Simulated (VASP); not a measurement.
# Tl3Ge (P4mm) in VASP: a series of runs

Tl3Ge is run at these levels: LDA; tasks: single point.

Everything below comes from runs of VASP 6.6.1. Logs are shortened: lines on timing, memory, paths and dates and some standing lists are left out, and cuts for length are marked.

**1. The cell of the first run**

It takes space group P4mm (No. 99, tetragonal). The conventional cell has a = 4.819 Å, b = 4.819 Å, c = 4.819 Å, α = 90.00°, β = 90.00°, γ = 90.00°. Within 4.3 Å of Tl (site symmetry 4mm) lie 8 Tl at 3.27 to 3.55 Å and 4 Ge at 3.41 Å. Tl (site symmetry 2mm) has 8 Tl at 3.27 to 3.55 Å and 4 Ge at 3.41 Å within 4.3 Å. Within 4.5 Å of Ge (site symmetry 4mm) lie 12 Tl at 3.41 Å.

**2. Single point, LDA**

The input, INCAR:

```
SYSTEM = Tl3Ge
PREC     = Accurate       ! precision mode
ENCUT    = 520            ! plane-wave cutoff, eV
EDIFF    = 1E-6           ! SCF threshold, eV
ISMEAR   = -1             ! smearing method
SIGMA    = 0.1            ! smearing width, eV
LREAL    = .False.        ! projectors in reciprocal space
LASPH    = .True.         ! aspherical terms in the spheres
NELM     = 80             ! most SCF steps
ALGO     = Normal         ! electronic algorithm
ISIF     = 2              ! what is computed and relaxed
LWAVE    = .False.        ! write WAVECAR
LCHARG   = .True.         ! write CHGCAR
GGA      = CA             ! functional
LELF     = .True.         ! ELF
LVHAR    = .True.       
NBANDS   = 34             ! bands
```

The input, KPOINTS:

```
regular mesh
0
Gamma
  5 5 5
  0 0 0
```

The input, POSCAR:

```
Tl3Ge
1.0
    4.8185230000      0.0000000000      0.0000000000
    0.0000000000      4.8185230000      0.0000000000
    0.0000000000      0.0000000000      4.8185230000
Tl Ge
3 1
Direct
   -0.0415064948      0.5000000000      0.5000000000
    0.5000000000      0.0000000000      0.5000000000
    0.5000000000      0.5000000000      0.0000000000
    0.0000000000      0.0000000000      0.0000000000
```

Potentials or basis: VASP PAW LDA potentials, release 64 (Tl_d, Ge_d).

Started as:

```
$ cat potpaw_LDA.64/Tl_d/POTCAR potpaw_LDA.64/Ge_d/POTCAR > POTCAR
$ mpirun -np 1 vasp_std > vasp.out
```

OUTCAR:

```text
SYSTEM = Tl3Ge
   PREC = Accurate
   ENCUT = 520
   EDIFF = 1E-6
   ISMEAR = -1
   LREAL = .False.
   LASPH = .True.
   NELM = 80
   ISIF = 2
   GGA = CA

 ion  position               nearest neighbor table
   1  0.958  0.500  0.500-   2 3.27   3 3.27   3 3.27   2 3.27   4 3.41   4 3.41   4 3.41   4 3.41
                             2 3.55   3 3.55   3 3.55   2 3.55
   2  0.500  0.000  0.500-   1 3.27   1 3.27   4 3.41   3 3.41   4 3.41   3 3.41   3 3.41   3 3.41
                             4 3.41   4 3.41   1 3.55   1 3.55
   3  0.500  0.500  0.000-   1 3.27   1 3.27   4 3.41   2 3.41   2 3.41   2 3.41   4 3.41   2 3.41
                             4 3.41   4 3.41   1 3.55   1 3.55
   4  0.000  0.000  0.000-   2 3.41   3 3.41   2 3.41   3 3.41   2 3.41   3 3.41   2 3.41   3 3.41
                             1 3.41   1 3.41   1 3.41   1 3.41

  LATTYP: Found a simple cubic cell.
 ALAT       =     4.8185230000

  Lattice vectors:

 A1 = (   4.8185230000,   0.0000000000,   0.0000000000)
 A2 = (   0.0000000000,   4.8185230000,   0.0000000000)
 A3 = (   0.0000000000,   0.0000000000,   4.8185230000)

Analysis of symmetry for initial positions (statically):
=====================================================================
 Subroutine PRICEL returns:
 Original cell was already a primitive cell.

 Routine SETGRP: Setting up the symmetry group for a
 simple cubic supercell.

 Subroutine GETGRP returns: Found  8 space group operations
 (whereof  8 operations were pure point group operations)
 out of a pool of 48 trial point group operations.

The static configuration has the point symmetry C_4v.

Analysis of symmetry for dynamics (positions and initial velocities):
=====================================================================
 Subroutine PRICEL returns:
 Original cell was already a primitive cell.

 Routine SETGRP: Setting up the symmetry group for a
 simple cubic supercell.

 Subroutine GETGRP returns: Found  8 space group operations
 (whereof  8 operations were pure point group operations)
 out of a pool of 48 trial point group operations.

The dynamic configuration has the point symmetry C_4v.

 Subroutine INISYM returns: Found  8 space group operations
 (whereof  8 operations are pure point group operations),
 and found     1 'primitive' translations

----------------------------------------------------------------------------------------
[... 88 lines left out ...]
   ENCUT  =  520.0 eV  38.22 Ry    6.18 a.u.   8.96  8.96  8.96*2*pi/ulx,y,z
   NELM   =     80;   NELMIN=  2; NELMDL= -5     # of ELM steps
   EDIFF  = 0.1E-05   stopping-criterion for ELM
   LREAL  =      F    real-space projection
   EDIFFG = 0.1E-04   stopping-criterion for IOM
   NSW    =      0    number of steps for IOM
   IBRION =     -1    ionic relax: 0-MD 1-quasi-New 2-CG
   NFREE  =      0    steps in history (QN), initial steepest desc. (CG)
   ISIF   =      2    stress and relaxation
   ISYM   =      2    0-nonsym 1-usesym 2-fastsym
   POTIM  = 0.5000    time-step for ionic-motion
   TEBEG  =    0.0;   TEEND  =   0.0 temperature during run
   PSTRESS=    0.0 pullay stress
   NELECT =      53.0000    total number of electrons
   NUPDOWN=      -1.0000    fix difference up-down
   EMIN   =  10.00;   EMAX   =-10.00  energy-range for DOS
   EFERMI =   0.00;   METHOD = LEGACY
   ISMEAR =    -1;   SIGMA  =   0.10  broadening in eV -4-tet -1-fermi 0-gaus
   EFERMI_NEDOS =   21; number of points for ismear=-14 and -15
   IALGO  =     38    algorithm
   IMIX   =      4    mixing-type and parameters
     AMIX     =   0.40;   BMIX     =  1.00
     AMIX_MAG =   1.60;   BMIX_MAG =  1.00
  volume/ion in A,a.u.               =      27.97       188.75
  Fermi-wavevector in a.u.,A,eV,Ry     =   1.276202  2.411673 22.159704  1.628692
  Thomas-Fermi vector in A             =   2.408872
   LORBIT       =      0    0 simple, 1 ext, 2 COOP (PROOUT), +10 PAW based schemes
   GGA     = CA    functional components
   LHFCALC =     F    Hartree Fock is set to
   AEXX    =    0.0000 exact exchange contribution
   IVDW    =     0    specifies the selected vdW correction
   LEPSILON=     F    determine dielectric tensor
   LRPA    =     F    only Hartree local field effects (RPA)
 non-spin polarized calculation
  energy-cutoff  :      520.00
  volume of cell :      111.88
 maximum number of plane-waves:      3034
 NGX is ok and might be reduce to    36
   NGX = 17   NGY = 17   NGZ = 17

 number of electron      53.0000002 magnetization

 Free energy of the ion-electron system (eV)
  ---------------------------------------------------
  ext. energy  EPLUGINS =         0.00000000
  ---------------------------------------------------
  free energy    TOTEN  =       -13.12262082 eV

  energy without entropy =      -13.05338668  energy(sigma->0) =      -13.08800375

 E-fermi :   5.5108     XC(G=0): -10.3871

 val. band max:        5.4960160953   @ k =   0.2000   0.2000   0.0000
 cond. band min:       5.7916951073   @ k =   0.0000   0.4000   0.4000
 fundamental gap:      0.2956790120
 Fermi energy:         5.5108133565

 k-point     1 :       0.0000    0.0000    0.0000
  band No.  band energies     occupation
      1     -19.1422      2.00000
      2     -19.1417      2.00000
      3     -19.1416      2.00000
      4     -19.1416      2.00000
      5     -19.1407      2.00000
      6      -6.2478      2.00000
[... 655 lines left out ...]
     33      12.6433      0.00000
     34      13.6410      0.00000

------------------------ aborting loop because EDIFF is reached ----------------------------------------

  FORCE on cell =-STRESS in cart. coord.  units (eV):
  Direction    XX          YY          ZZ          XY          YZ          ZX
  --------------------------------------------------------------------------------------
  -------------------------------------------------------------------------------------
  Total       -2.7800948     -2.7779033     -2.7779033      0.0000000     -0.0000000      0.0000000
  in kB      -39.8133187    -39.7819338    -39.7819338      0.0000000     -0.0000000      0.0000000
  external PRESSURE =     -39.7923954 kB  Pullay stress =       0.0000000 kB

 VOLUME and BASIS-vectors are now :
 -----------------------------------------------------------------------------
  energy-cutoff  :      520.00
  volume of cell :      111.88
      direct lattice vectors                 reciprocal lattice vectors
     4.818523000  0.000000000  0.000000000     0.207532474  0.000000000  0.000000000
     0.000000000  4.818523000  0.000000000     0.000000000  0.207532474  0.000000000
     0.000000000  0.000000000  4.818523000     0.000000000  0.000000000  0.207532474

 POSITION                                       TOTAL-FORCE (eV/Angst)
 -----------------------------------------------------------------------------------
      4.61852      2.40926      2.40926         0.419603      0.000000      0.000000
      2.40926      0.00000      2.40926        -0.215351      0.000000     -0.000000
      2.40926      2.40926      0.00000        -0.215351      0.000000     -0.000000
      0.00000      0.00000      0.00000         0.011098     -0.000000     -0.000000
 -----------------------------------------------------------------------------------
    total drift:                               -0.000121      0.000000      0.000000

  FREE ENERGIE OF THE ION-ELECTRON SYSTEM (eV)
  ---------------------------------------------------
  free  energy   TOTEN  =       -13.1226208156 eV

  energy  without entropy=      -13.0533866790  energy(sigma->0) =      -13.08800375
```

OSZICAR:

```text
N       E                     dE             d eps       ncg     rms          rms(c)
DAV:   1     0.395436778108E+03    0.39544E+03   -0.26766E+04  1528   0.246E+03
DAV:   2     0.297857720960E+02   -0.36565E+03   -0.35554E+03  1250   0.661E+02
DAV:   3    -0.115808715627E+02   -0.41367E+02   -0.40955E+02  1362   0.126E+02
DAV:   4    -0.132313494164E+02   -0.16505E+01   -0.16484E+01  1336   0.262E+01
DAV:   5    -0.132630291237E+02   -0.31680E-01   -0.31677E-01  1484   0.381E+00    0.410E+00
DAV:   6    -0.131414142973E+02    0.12161E+00   -0.32434E-01  1332   0.296E+00    0.290E+00
DAV:   7    -0.131248254149E+02    0.16589E-01   -0.65902E-02  1354   0.163E+00    0.137E+00
DAV:   8    -0.131226955166E+02    0.21299E-02   -0.32951E-03  1460   0.304E-01    0.553E-02
DAV:   9    -0.131226223250E+02    0.73192E-04   -0.66967E-04  1432   0.152E-01    0.297E-02
DAV:  10    -0.131226204674E+02    0.18577E-05   -0.43132E-05  1308   0.439E-02    0.108E-02
DAV:  11    -0.131226208156E+02   -0.34824E-06   -0.39357E-06  1032   0.118E-02
   1 F= -.13122621E+02 E0= -.13088004E+02  d E =-.692341E-01
```

stdout:

```text
POSCAR found type information on POSCAR TlGe
 POSCAR found :  2 types and       4 ions
 scaLAPACK will be used
 LDA part: xc-table for (Slater(with rela. corr.)+CA(PZ))
 , standard interpolation
 POSCAR, INCAR and KPOINTS ok, starting setup
 FFT: planning ... GRIDC
 FFT: planning ... GRID_SOFT
 FFT: planning ... GRID
 WAVECAR not read
 entering main loop
```

Run time: 50 s. Hardware: 1 thread of Intel Xeon Platinum 8488C (Sapphire Rapids), shared host; peak memory 0.2 GiB.

What came out:

* Free energy: -13.1226 eV
* Pressure: -4.0 GPa
* Largest force: 0.420 eV/Å
* Band gap on the k mesh: zero (an odd number of electrons rules out a gap without spin polarisation)

Forces in eV/Å, atoms in the order of the input:
```
Tl   0.420  0.000  0.000
Tl  -0.215  0.000  0.000
Tl  -0.215  0.000  0.000
Ge   0.011  0.000  0.000
```

Levels at points of the mesh, in eV from the Fermi level:
| k point | band 24 | band 25 | band 26 | band 27 | band 28 | band 29 | band 30 | band 31 |
| --- | --- | --- | --- | --- | --- | --- | --- | --- |
| (0.00, 0.00, 0.00) | -3.46 | -2.08 | -2.08 | -2.00 | 2.76 | 2.76 | 2.77 | 4.50 |

Caveat: the cell stands under tension; spin-orbit coupling is left out, which moves the levels of the heavy elements.

(Part 1 of 2 ends here.)
